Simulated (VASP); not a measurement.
A run of VASP 6.6.1:

File INCAR:

```
SYSTEM = Fe
  PREC = Accurate
  ENCUT = 690
  EDIFF = 1E-6
  ISMEAR = -1
  SIGMA = 0.05
  LREAL = .False.
  LASPH = .True.
  NELM = 200
  ALGO = Normal
  ISIF = 2
  LWAVE = .False.
  LCHARG = .False.
  ISPIN = 2
  MAGMOM = 3 3
  LORBIT = 11
  LMAXMIX = 4
  GGA = CA
  NBANDS = 27
  GGA_COMPAT = .False.
```

KPOINTS

```
Automatic mesh
0
Gamma
  12 12 7
  0 0 0
```

File POSCAR:

```
Fe
1.0
    2.4341575853      0.0000000000      0.0000000000
   -1.2170787927      2.1080423057      0.0000000000
    0.0000000000      0.0000000000      3.8419344700
Fe
2
Direct
    0.6666666667      0.3333333333      0.7500000000
    0.3333333333      0.6666666667      0.2500000000
```

Potentials or basis: VASP PAW LDA potentials, release 64 (Fe_sv).

Run with:

```sh
$ cat potpaw_LDA.64/Fe_sv/POTCAR > POTCAR
$ mpirun -np 1 vasp_std > vasp.out
```

Hardware: 1 thread of Intel(R) Xeon(R) Platinum 8375C CPU @ 2.90GHz (Ice Lake), with other jobs on the host.

**Question.** How long does it take, and how much memory?

**Answer.** Wall time 110 s on 1 thread of Intel(R) Xeon(R) Platinum 8375C CPU @ 2.90GHz (Ice Lake), with other jobs on the host, peak memory 0.2 GiB. Counts: scf iterations 14, k points 76.
